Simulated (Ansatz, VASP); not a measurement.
## CuI: VASP beside Ansatz

```
Cu I
1.0
     2.23429    1.28997    6.80560
    -2.23429    1.28997    6.80560
     0.00000   -2.57993    6.80560
Cu I
2 2
Direct
  0.12428 0.12428 0.12428
  0.87572 0.87572 0.87572
  0.00000 0.00000 0.00000
  0.50000 0.50000 0.50000
```

Alike in both runs: functional PBE; k mesh 6 × 6 × 6; occupations gaussian, width 0.1 eV; no spin polarisation.

Ansatz relaxed the structure, and its values are those at the end. VASP's run is a single point on that final structure, the one shown.

```csv
,VASP,Ansatz
version,VASP 6.6.1,Ansatz 0.2.0
potentials or method,"VASP PAW PBE potentials, release 64 (Cu, I), cutoff 520 eV","scalar-relativistic, plane waves, PAW"
valence electrons in the cell,36,72
```

VASP gave:

```
gap on the k mesh at the Fermi level (eV) : none
pressure (GPa)                            : 0.1
rms of the force components (eV/Å)        : 0.009
```

Question: What did Ansatz give for the same quantities?

Answer: gap on the k mesh at the Fermi level (eV): none; pressure (GPa): 0.0; rms of the force components (eV/Å): 0.006.

A gap of «none» marks a metal or a gap that the smearing closes. VASP's potentials hold 36 valence electrons a cell and Ansatz's 72, so a difference there can come from the potentials and not from the codes.

Spin-orbit coupling is off throughout.
